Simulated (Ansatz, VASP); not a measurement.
## Two plane-wave programs on ZnS

```
Zn S
1.0
     3.74115    0.00000    0.00000
    -1.87057    3.23993    0.00000
     0.00000    0.00000   12.24449
Zn S
4 4
Direct
  0.00000 0.00000 0.00005
  0.00000 0.00000 0.50005
  0.33333 0.66667 0.25002
  0.66667 0.33333 0.75002
  0.00000 0.00000 0.18729
  0.00000 0.00000 0.68729
  0.33333 0.66667 0.43764
  0.66667 0.33333 0.93764
```

Alike in both runs: task single point; functional PBE; k mesh 9 × 9 × 4; occupations gaussian, width 0.05 eV; no spin polarisation.

```csv
,VASP,Ansatz
version,VASP 6.6.1,Ansatz 0.2.0
potentials or method,"VASP PAW PBE potentials, release 64 (Zn, S), cutoff 520 eV","scalar-relativistic, plane waves, PAW"
valence electrons in the cell,72,72
```

|  | VASP | Ansatz | Ansatz less VASP |
| --- | --- | --- | --- |
| gap on the k mesh at the Fermi level (eV) | 2.43 | 2.42 | -0.007 |
| least direct gap on the mesh (eV) | 2.43 | 2.42 | -0.007 |
| pressure (GPa) | 7.2 | 7.0 | -0.25 |
| rms of the force components (eV/Å) | 0.009 | 0.008 | -0.0003 |

Atom by atom the forces differ by 0.000 eV/Å (rms over components). With one functional, cell and mesh, what is left measures potentials, basis and numerics.
